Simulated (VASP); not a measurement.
Crystal: KTaO3.

```xyz
5
Lattice="3.9901 0.0000 0.0000 0.0000 3.9901 0.0000 0.0000 0.0000 3.9901" Properties=species:S:1:pos:R:3 pbc="T T T"
K     1.9951    1.9951    1.9951
Ta    0.0000    0.0000    0.0000
O     1.9951    0.0000    0.0000
O     0.0000    1.9951    0.0000
O     0.0000    0.0000    1.9951
```

Base run:

```yaml
Program: VASP 6.6.1
Functional: r2SCAN
Potentials_or_basis: VASP PAW PBE potentials, release 64 (K_sv, Ta_pv, O)
Cutoff: 520 eV
k_mesh: 6 × 6 × 6
Occupations: gaussian, width 0.01 eV
Spin: no spin polarisation
```

Its results: band gap on the k mesh 2.59 eV, indirect (least direct gap 3.25 eV); pressure 0.9 GPa.

**Question.** The run is repeated on the same cell with these changes: functional from r2SCAN to PBE. What comes out?

**Answer.** Band gap on the k mesh 2.17 eV, indirect (least direct gap 2.79 eV); pressure 5.8 GPa.

r2SCAN gives the wider gap, since meta-GGAs in the generalised Kohn-Sham scheme recover part of the derivative discontinuity.

Caveats: spin-orbit coupling is left out, which moves the levels of the heavy elements; the PAW data sets were made with another functional, which shifts forces and pressure a little (some runs).

A k mesh can miss the band edges.
